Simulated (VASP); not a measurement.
MgAu2Se2:

```
CELL_PARAMETERS angstrom
-2.33970 2.33970 5.69224
2.33970 -2.33970 5.69224
2.33970 2.33970 -5.69224
ATOMIC_POSITIONS crystal
Mg 0.00000 0.00000 0.00000
Au 0.63068 0.63068 0.00000
Au 0.36932 0.36932 0.00000
Se 0.75000 0.25000 0.50000
Se 0.25000 0.75000 0.50000
```

| Quantity | Value |
| --- | --- |
| Program | VASP 6.6.1 |
| Task | relaxation of cell and atoms |
| Functional | PBEsol |
| Potentials or basis | VASP PAW PBE potentials, release 64 (Mg, Au, Se) |
| Cutoff | 600 eV |
| k mesh | 6 × 6 × 6 |
| Occupations | fermi-dirac, width 0.03 eV |
| Spin | no spin polarisation |

At the start: pressure -7.1 GPa; volume 24.93 Å³/atom.

Task: How do energy, volume and symmetry change on relaxing?

Result: Over 41 steps the energy falls by 199.2 meV/atom and the volume is 20.98 Å³/atom (-15.8 %); space group I4/mmm (No. 139, to 0.1 Å) before and after.

The path:
```csv
step,energy change (eV),largest force (eV/Å),pressure (GPa),volume (Å³)
1,0.0000,0.6447,-7.14,124.64
3,-0.4439,1.1783,0.98,108.68
5,-0.5271,0.1662,1.27,107.64
7,-0.5355,0.1159,-0.20,109.45
9,-0.5497,0.0447,-0.24,109.19
11,-0.7213,0.4383,-0.22,107.72
13,-0.8184,1.7339,0.96,105.90
15,-0.8176,1.8621,1.11,105.73
17,-0.8189,1.8860,1.12,105.71
19,-0.8227,1.9846,1.16,105.63
21,-0.8271,2.1003,1.21,105.51
23,-0.8553,1.8912,0.95,105.58
25,-0.9386,1.1504,0.08,105.83
27,-0.9891,0.2091,-0.95,106.15
29,-0.9906,0.1695,-0.83,105.95
31,-0.9936,0.0523,0.66,104.12
33,-0.9949,0.0687,0.09,104.78
35,-0.9951,0.0251,-0.02,104.88
37,-0.9953,0.0045,0.00,104.88
39,-0.9958,0.0085,-0.09,105.07
41,-0.9958,0.0050,0.04,104.91
```

Final structure:
```xyz
5
Lattice="-2.0375 2.0375 6.3176 2.0375 -2.0375 6.3176 2.0375 2.0375 -6.3176" Properties=species:S:1:pos:R:3 pbc="T T T"
Mg    0.0000    0.0000    0.0000
Au    0.0000    0.0000    7.6052
Au    0.0000    0.0000    5.0300
Se    0.0000    2.0375    3.1588
Se    2.0375    0.0000    3.1588
```

Caveat: the volume moved by over 15 % at a fixed basis, so the end points are rough; the PAW data sets were made with another functional, which shifts forces and pressure a little.
